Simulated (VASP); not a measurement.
# BaTe (I4/mmm) in VASP: a series of runs

The runs below take BaTe through single point, with PBE.

Everything below comes from runs of VASP 6.6.1. Logs are shortened: lines on timing, memory, paths and dates and some standing lists are left out, and cuts for length are marked.

**1. The cell of the first run**

Symmetry: I4/mmm, No. 139, tetragonal system. The conventional cell has a = 4.772 Å, b = 4.772 Å, c = 7.158 Å, α = 90.00°, β = 90.00°, γ = 90.00°. Within 4.4 Å of Ba (site symmetry 4/mmm) lie 6 Te at 3.37 to 3.58 Å. Te (site symmetry 4/mmm) has 6 Ba at 3.37 to 3.58 Å within 4.4 Å.

**2. Single point, PBE (biaxial strain in the a-b plane: -4.5 %, then relaxed in part)**

Contents of INCAR:

```
SYSTEM = BaTe
ALGO = Normal
EDIFF = 1E-6
ENCUT = 520
GGA = PE
ISIF = 2
ISMEAR = 0
LASPH = .True.
LCHARG = .True.
LELF = .True.
LREAL = .False.
LVHAR = .True.
LWAVE = .False.
NBANDS = 24
NELM = 60
PREC = Accurate
SIGMA = 0.02
```

Contents of KPOINTS:

```
k-points
0
Gamma
  6 6 4
  0 0 0
```

Contents of POSCAR:

```
BaTe
1.0
    3.3742908747      3.3742908747      0.0000000000
   -3.3742908747      3.3742908747      0.0000000000
    0.0000000000      0.0000000000      7.1575223205
Ba Te
2 2
Direct
    0.0000000000      0.0000000000      0.0000000000
    0.5000000000      0.5000000000      0.5000000000
    0.5000000000      0.5000000000      0.0000000000
    0.0000000000      0.0000000000      0.5000000000
```

Potentials or basis: VASP PAW PBE potentials, release 64 (Ba_sv, Te).

Run with:

```console
> cat potpaw_PBE.64/Ba_sv/POTCAR potpaw_PBE.64/Te/POTCAR > POTCAR
> mpirun -np 1 vasp_std > vasp.out
```

OUTCAR:

```text
SYSTEM = BaTe
   EDIFF = 1E-6
   ENCUT = 520
   GGA = PE
   ISIF = 2
   ISMEAR = 0
   LASPH = .True.
   LREAL = .False.
   NELM = 60
   PREC = Accurate

 ion  position               nearest neighbor table
   1  0.000  0.000  0.000-   3 3.37   3 3.37   3 3.37   3 3.37   4 3.58   4 3.58
   2  0.500  0.500  0.500-   4 3.37   4 3.37   4 3.37   4 3.37   3 3.58   3 3.58
   3  0.500  0.500  0.000-   1 3.37   1 3.37   1 3.37   1 3.37   2 3.58   2 3.58
   4  0.000  0.000  0.500-   2 3.37   2 3.37   2 3.37   2 3.37   1 3.58   1 3.58

  LATTYP: Found a simple tetragonal cell.
 ALAT       =     4.7719679184
 C/A-ratio  =     1.4999099832

  Lattice vectors:

 A1 = (   3.3742908747,   3.3742908747,   0.0000000000)
 A2 = (  -3.3742908747,   3.3742908747,   0.0000000000)
 A3 = (   0.0000000000,   0.0000000000,   7.1575223205)

Analysis of symmetry for initial positions (statically):
=====================================================================
 Subroutine PRICEL returns following result:

  LATTYP: Found a body centered tetragonal cell.
 ALAT       =     4.7719679184
 C/A-ratio  =     1.4999099832

  Lattice vectors:

 A1 = (   3.3742908747,   0.0000000000,  -3.5787611603)
 A2 = (  -3.3742908747,   0.0000000000,  -3.5787611602)
 A3 = (   0.0000000000,   3.3742908747,   3.5787611602)

   2 primitive cells build up your supercell.

 Routine SETGRP: Setting up the symmetry group for a
 simple tetragonal supercell.

 Subroutine GETGRP returns: Found 16 space group operations
 (whereof 16 operations were pure point group operations)
 out of a pool of 16 trial point group operations.

The static configuration has the point symmetry D_4h.

Analysis of symmetry for dynamics (positions and initial velocities):
=====================================================================
 Subroutine PRICEL returns following result:

  LATTYP: Found a body centered tetragonal cell.
 ALAT       =     4.7719679184
 C/A-ratio  =     1.4999099832

  Lattice vectors:

 A1 = (   3.3742908747,   0.0000000000,  -3.5787611603)
 A2 = (  -3.3742908747,   0.0000000000,  -3.5787611602)
 A3 = (   0.0000000000,   3.3742908747,   3.5787611602)

   2 primitive cells build up your supercell.

 Routine SETGRP: Setting up the symmetry group for a
 simple tetragonal supercell.

 Subroutine GETGRP returns: Found 16 space group operations
 (whereof 16 operations were pure point group operations)
 out of a pool of 16 trial point group operations.

The dynamic configuration has the point symmetry D_4h.

 Subroutine INISYM returns: Found 16 space group operations
 (whereof 16 operations are pure point group operations),
 and found     2 'primitive' translations

----------------------------------------------------------------------------------------

                                     Primitive cell

  volume of cell :      81.4944

  direct lattice vectors                    reciprocal lattice vectors
     3.374290875  0.000000000 -3.578761160     0.148179282  0.148179282 -0.139713151
    -3.374290875  0.000000000 -3.578761160    -0.148179282  0.148179282 -0.139713151
     0.000000000  3.374290875  3.578761160     0.000000000  0.296358565  0.000000000

  length of vectors
     4.918675670  4.918675670  4.918675670     0.251861002  0.251861002  0.296358565

  position of ions in fractional coordinates (direct lattice)
     0.000000000  0.000000000  0.000000000
     0.500000000  0.500000000  0.000000000

  ion indices of the primitive-cell ions
   primitive index   ion index
                 1           1
                 2           4

----------------------------------------------------------------------------------------

 KPOINTS: k-points

Automatic generation of k-mesh.
 Grid dimensions read from file:
 generate k-points for:    6    6    4

 Generating k-lattice:

  Cartesian coordinates                     Fractional coordinates (reciprocal lattice)
     0.024696547  0.024696547  0.000000000     0.166666667  0.000000000  0.000000000
    -0.024696547  0.024696547  0.000000000     0.000000000  0.166666667  0.000000000
     0.000000000  0.000000000  0.034928288     0.000000000  0.000000000  0.250000000

  Length of vectors
     0.034926192  0.034926192  0.034928288

  Shift w.r.t. Gamma in fractional coordinates (k-lattice)
     0.000000000  0.000000000  0.000000000

 Subroutine IBZKPT returns following result:
 ===========================================

 Found     30 irreducible k-points:

 Following reciprocal coordinates:
            Coordinates               Weight
  0.000000  0.000000  0.000000      1.000000
  0.166667  0.000000  0.000000      4.000000
  0.333333  0.000000  0.000000      4.000000
  0.500000  0.000000  0.000000      2.000000
  0.166667  0.166667  0.000000      4.000000
  0.333333  0.166667  0.000000      8.000000
[... 16 lines left out ...]
  0.333333  0.000000  0.500000      4.000000
  0.500000  0.000000  0.500000      2.000000
 [... further k-points ...]
   k-points           NKPTS =     30   k-points in BZ     NKDIM =     30   number of bands    NBANDS=     24
   number of dos      NEDOS =    301   number of ions     NIONS =      4
   total plane-waves  NPLWV =  69984
   dimension x,y,z NGX =    36 NGY =   36 NGZ =   54
   dimension x,y,z NGXF=    72 NGYF=   72 NGZF=  108
   ions per type =               2   2
   NGX,Y,Z   is equivalent  to a cutoff of  12.54, 12.54, 12.54 a.u.
   NGXF,Y,Z  is equivalent  to a cutoff of  25.08, 25.08, 25.08 a.u.
 SYSTEM =  BaTe
   PREC   = accura    normal or accurate (medium, high low for compatibility)
   ISTART =      0    job   : 0-new  1-cont  2-samecut
   ICHARG =      2    charge: 1-file 2-atom 10-const
   ISPIN  =      1    spin polarized calculation?
   LNONCOLLINEAR =      F non collinear calculations
   LSORBIT =      F    spin-orbit coupling
   LASPH  =      T    aspherical Exc in radial PAW
   ENCUT  =  520.0 eV  38.22 Ry    6.18 a.u.   8.87  8.87 13.31*2*pi/ulx,y,z
   NELM   =     60;   NELMIN=  2; NELMDL= -5     # of ELM steps
   EDIFF  = 0.1E-05   stopping-criterion for ELM
   LREAL  =      F    real-space projection
   EDIFFG = 0.1E-04   stopping-criterion for IOM
   NSW    =      0    number of steps for IOM
   IBRION =     -1    ionic relax: 0-MD 1-quasi-New 2-CG
   NFREE  =      0    steps in history (QN), initial steepest desc. (CG)
   ISIF   =      2    stress and relaxation
   ISYM   =      2    0-nonsym 1-usesym 2-fastsym
   POTIM  = 0.5000    time-step for ionic-motion
   TEBEG  =    0.0;   TEEND  =   0.0 temperature during run
   PSTRESS=    0.0 pullay stress
   NELECT =      32.0000    total number of electrons
   NUPDOWN=      -1.0000    fix difference up-down
   EMIN   =  10.00;   EMAX   =-10.00  energy-range for DOS
   EFERMI =   0.00;   METHOD = LEGACY
   ISMEAR =     0;   SIGMA  =   0.02  broadening in eV -4-tet -1-fermi 0-gaus
   EFERMI_NEDOS =   21; number of points for ismear=-14 and -15
   IALGO  =     38    algorithm
   IMIX   =      4    mixing-type and parameters
     AMIX     =   0.40;   BMIX     =  1.00
     AMIX_MAG =   1.60;   BMIX_MAG =  1.00
  volume/ion in A,a.u.               =      40.75       274.98
  Fermi-wavevector in a.u.,A,eV,Ry     =   0.951493  1.798061 12.317883  0.905339
  Thomas-Fermi vector in A             =   2.079968
   LORBIT       =      0    0 simple, 1 ext, 2 COOP (PROOUT), +10 PAW based schemes
   GGA     = PE    functional components
   LHFCALC =     F    Hartree Fock is set to
   AEXX    =    0.0000 exact exchange contribution
   IVDW    =     0    specifies the selected vdW correction
   LEPSILON=     F    determine dielectric tensor
   LRPA    =     F    only Hartree local field effects (RPA)
 non-spin polarized calculation
 Gauss-broadening in eV      SIGMA  =   0.02
  energy-cutoff  :      520.00
  volume of cell :      162.99
 maximum number of plane-waves:      4456
 NGX is ok and might be reduce to    36
   NGX = 17   NGY = 17   NGZ = 27

 number of electron      31.9999997 magnetization

 Free energy of the ion-electron system (eV)
  ---------------------------------------------------
  ext. energy  EPLUGINS =         0.00000000
  ---------------------------------------------------
  free energy    TOTEN  =       -17.02640931 eV

  energy without entropy =      -17.02640931  energy(sigma->0) =      -17.02640931

 E-fermi :   2.7650     XC(G=0):  -8.4467

 val. band max:        2.6749569649   @ k =   0.0000   0.0000   0.0000
 cond. band min:       4.0076173333   @ k =   0.0000   0.0000   0.0000
 fundamental gap:      1.3326603684
 Fermi energy:         2.7650156143

 k-point     1 :       0.0000    0.0000    0.0000
  band No.  band energies     occupation
      1     -24.2738      2.00000
      2     -24.2539      2.00000
      3      -9.6828      2.00000
      4      -9.5338      2.00000
      5      -9.5338      2.00000
      6      -9.4494      2.00000
[... 16 lines left out ...]
     23       6.3399      0.00000
     24       7.0472      0.00000

 k-point     2 :       0.1667    0.0000    0.0000
  band No.  band energies     occupation
      1     -24.2705      2.00000
      2     -24.2533      2.00000
      3      -9.6622      2.00000
      4      -9.6407      2.00000
      5      -9.5779      2.00000
      6      -9.5163      2.00000
[... 16 lines left out ...]
     23       7.2157      0.00000
     24       7.7279      0.00000

 k-point     3 :       0.3333    0.0000    0.0000
  band No.  band energies     occupation
      1     -24.2629      2.00000
      2     -24.2529      2.00000
      3      -9.8262      2.00000
      4      -9.7977      2.00000
      5      -9.6087      2.00000
      6      -9.4852      2.00000
[... 16 lines left out ...]
     23       7.4841      0.00000
     24       7.6450      0.00000

 k-point     4 :       0.5000    0.0000    0.0000
  band No.  band energies     occupation
      1     -24.2559      2.00000
      2     -24.2559      2.00000
      3      -9.9016      2.00000
      4      -9.9016      2.00000
      5      -9.5426      2.00000
      6      -9.5426      2.00000
[... 16 lines left out ...]
     23       7.6080      0.00000
     24       7.6080      0.00000

 k-point     5 :       0.1667    0.1667    0.0000
  band No.  band energies     occupation
      1     -24.2674      2.00000
      2     -24.2524      2.00000
      3      -9.6438      2.00000
      4      -9.6389      2.00000
      5      -9.6203      2.00000
      6      -9.5798      2.00000
[... 16 lines left out ...]
     23       7.4056      0.00000
     24       7.4470      0.00000

 k-point     6 :       0.3333    0.1667    0.0000
  band No.  band energies     occupation
      1     -24.2603      2.00000
      2     -24.2516      2.00000
      3      -9.7773      2.00000
      4      -9.7698      2.00000
      5      -9.5964      2.00000
      6      -9.5416      2.00000
[... 16 lines left out ...]
     23       7.4400      0.00000
     24       7.7354      0.00000
[... 379 lines left out ...]
 k-point    21 :       0.0000    0.0000    0.5000
  band No.  band energies     occupation
      1     -24.2639      2.00000
      2     -24.2639      2.00000
      3      -9.6235      2.00000
      4      -9.6235      2.00000
      5      -9.4916      2.00000
      6      -9.4916      2.00000
[... 16 lines left out ...]
     23       7.1431      0.00000
     24       7.1431      0.00000

 k-point    22 :       0.1667    0.0000    0.5000
  band No.  band energies     occupation
      1     -24.2619      2.00000
      2     -24.2619      2.00000
      3      -9.7276      2.00000
      4      -9.7276      2.00000
      5      -9.4863      2.00000
      6      -9.4863      2.00000
[... 16 lines left out ...]
     23       7.5636      0.00000
     24       7.5654      0.00000

 k-point    23 :       0.3333    0.0000    0.5000
  band No.  band energies     occupation
      1     -24.2579      2.00000
      2     -24.2579      2.00000
      3      -9.9116      2.00000
      4      -9.9116      2.00000
      5      -9.4758      2.00000
      6      -9.4758      2.00000
[... 16 lines left out ...]
     23       8.0300      0.00000
     24       8.0300      0.00000

 k-point    24 :       0.5000    0.0000    0.5000
  band No.  band energies     occupation
      1     -24.2559      2.00000
      2     -24.2559      2.00000
      3      -9.9945      2.00000
      4      -9.9945      2.00000
      5      -9.4706      2.00000
      6      -9.4706      2.00000
[... 16 lines left out ...]
     23       7.7051      0.00000
     24       7.7051      0.00000

 [... further k-points ...]

------------------------ aborting loop because EDIFF is reached ----------------------------------------

  FORCE on cell =-STRESS in cart. coord.  units (eV):
  Direction    XX          YY          ZZ          XY          YZ          ZX
  --------------------------------------------------------------------------------------
  -------------------------------------------------------------------------------------
  Total        5.0906309      5.0906309      0.2530268      0.0000000      0.0000000      0.0000000
  in kB       50.0408237     50.0408237      2.4872495      0.0000000      0.0000000      0.0000000
  external PRESSURE =      34.1896323 kB  Pullay stress =       0.0000000 kB

 VOLUME and BASIS-vectors are now :
 -----------------------------------------------------------------------------
  energy-cutoff  :      520.00
  volume of cell :      162.99
      direct lattice vectors                 reciprocal lattice vectors
     3.374290875  3.374290875  0.000000000     0.148179282  0.148179282  0.000000000
    -3.374290875  3.374290875  0.000000000    -0.148179282  0.148179282  0.000000000
     0.000000000  0.000000000  7.157522321     0.000000000  0.000000000  0.139713151

 POSITION                                       TOTAL-FORCE (eV/Angst)
 -----------------------------------------------------------------------------------
      0.00000      0.00000      0.00000        -0.000000      0.000000      0.000000
      0.00000      3.37429      3.57876         0.000000     -0.000000     -0.000000
      0.00000      3.37429      0.00000         0.000000     -0.000000      0.000000
      0.00000      0.00000      3.57876         0.000000     -0.000000      0.000000
 -----------------------------------------------------------------------------------
    total drift:                               -0.000000      0.000000      0.000000

  FREE ENERGIE OF THE ION-ELECTRON SYSTEM (eV)
  ---------------------------------------------------
  free  energy   TOTEN  =       -17.0264093054 eV

  energy  without entropy=      -17.0264093054  energy(sigma->0) =      -17.02640931
```

Wall time 50 s (1 thread of AMD EPYC 9R45 (Zen 5), shared host); peak memory 0.27 GiB.

What came out:

```yaml
Free_energy: -17.0264 eV
Pressure: 3.4 GPa
Band_gap_on_the_k_mesh: 1.33 eV
```

Stress tensor (GPa, compression positive):
```
5.00 0.00 0.00
0.00 5.00 0.00
0.00 0.00 0.25
```

Caveat: the cell differs from its parent crystal (biaxial strain in the a-b plane: -4.5 %, then relaxed in part); the cell stands under pressure; spin-orbit coupling is left out, which moves the levels of the heavy elements. A k mesh can miss the band edges.

**3. Single point, PBE (biaxial strain in the a-b plane: -4.5 %)**

Contents of INCAR:

```
  ALGO = Normal
  EDIFF = 1E-7
  ENCUT = 520
  GGA = PE
  ISIF = 2
  ISMEAR = 0
  LASPH = True
  LCHARG = False
  LREAL = False
  LWAVE = False
  NBANDS = 24
  NELM = 100
  PREC = Accurate
  SIGMA = 0.02
```

Contents of KPOINTS:

```
k-points
0
Gamma
  6 6 4
```

POSCAR: that of step 2 with these lines changed.

```diff
@@ -4,3 +4,3 @@
    -3.3742908747      3.3742908747      0.0000000000
-    0.0000000000      0.0000000000      7.1575223205
+    0.0000000000      0.0000000000      7.2573753472
 Ba Te
```

Potentials or basis: VASP PAW PBE potentials, release 64 (Ba_sv, Te).

Run with:

```console
> cat potpaw_PBE.64/Ba_sv/POTCAR potpaw_PBE.64/Te/POTCAR > POTCAR
> mpirun -np 1 vasp_std > vasp.out
```

Run time: 61 s. Hardware: 1 thread of AMD EPYC 9R45 (Zen 5), shared host; peak memory 0.28 GiB.

Results (log left out):

```yaml
Free_energy: -17.0238 eV
Pressure: 3.0 GPa
Band_gap_on_the_k_mesh: 1.35 eV
```

Stress tensor (GPa, compression positive):
```
 4.82  0.00  0.00
 0.00  4.82  0.00
 0.00  0.00 -0.59
```

Levels at points of the mesh, in eV from the valence-band top:
| k point | band 14 | band 15 | band 16 | band 17 | band 18 | band 19 |
| --- | --- | --- | --- | --- | --- | --- |
| (0.00, 0.00, 0.00) | -0.20 | 0.00 | 0.00 | 1.35 | 2.52 | 2.66 |
| (0.50, 0.00, 0.00) | -1.27 | -1.07 | -1.07 | 3.91 | 3.91 | 3.96 |
| (0.50, 0.50, 0.00) | -0.58 | -0.43 | -0.43 | 1.36 | 1.36 | 4.25 |
| (0.00, 0.00, 0.50) | -0.24 | -0.24 | -0.24 | 1.83 | 1.83 | 3.95 |
| (0.50, 0.00, 0.50) | -1.31 | -1.29 | -1.29 | 4.14 | 4.14 | 4.78 |
| (0.50, 0.50, 0.50) | -0.92 | -0.92 | -0.92 | 3.15 | 3.15 | 3.15 |

Caveat: the cell differs from its parent crystal (biaxial strain in the a-b plane: -4.5 %); the stress differs along the axes, from -1 to 5 GPa; spin-orbit coupling is left out, which moves the levels of the heavy elements. A k mesh can miss the band edges.
